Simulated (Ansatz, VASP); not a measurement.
# Pb: VASP beside Ansatz

Contents of INCAR:

```
SYSTEM = Pb
ALGO = Normal ; EDIFF = 1E-7
ENCUT = 520 ; GGA = PS
ISIF = 2 ; ISMEAR = 0
LASPH = .True. ; LCHARG = .False.
LREAL = .False. ; LWAVE = .False.
NBANDS = 21 ; NELM = 60
PREC = Accurate ; SIGMA = 0.15
```

KPOINTS

```
k-points
0
Gamma
  12 12 12
  0 0 0
```

Contents of POSCAR:

```
Pb
1.0
    0.0000000000      3.4390000555      3.4390000555
    3.4390000555      0.0000000000      3.4390000555
    3.4390000555      3.4390000555      0.0000000000
Pb
2
Direct
    0.5000000000      0.5000000000      0.5000000000
    0.7500000000      0.7500000000      0.7500000000
```

Input for Ansatz:

```yaml
crystal:
  lattice:
    - [0.0, 3.4390000555, 3.4390000555]
    - [3.4390000555, 0.0, 3.4390000555]
    - [3.4390000555, 3.4390000555, 0.0]
  atoms:
    - { symbol: Pb, position: [0.5, 0.5, 0.5] }
    - { symbol: Pb, position: [0.75, 0.75, 0.75] }
basis:
  ecutwfc: 420
kpoints:
  mp_grid: { grid: [12, 12, 12] }
hamiltonian:
  xc: pbesol
scf:
  occupations: { method: gaussian, width: 0.15 }
output:
  forces: true
  stress: true
  eigenvalues: true
```

Alike in both runs: task single point; functional PBEsol; k mesh 12 × 12 × 12; occupations gaussian, width 0.15 eV; no spin polarisation.

|  | VASP | Ansatz |
| --- | --- | --- |
| version | VASP 6.6.1 | Ansatz 0.2.0 |
| potentials or method | VASP PAW PBE potentials, release 64 (Pb_d), cutoff 520 eV | scalar-relativistic, plane waves, PAW |
| valence electrons in the cell | 28 | 28 |

```tsv
	VASP	Ansatz	Ansatz less VASP
gap on the k mesh at the Fermi level (eV)	none	none	-
pressure (GPa)	0.4	0.4	+0.07
```

VASP's potentials were made for PBE, not for PBEsol. A gap of «none» marks a metal or a gap that the smearing closes. With one functional, cell and mesh, what is left measures potentials, basis and numerics.

Spin-orbit coupling is off throughout.
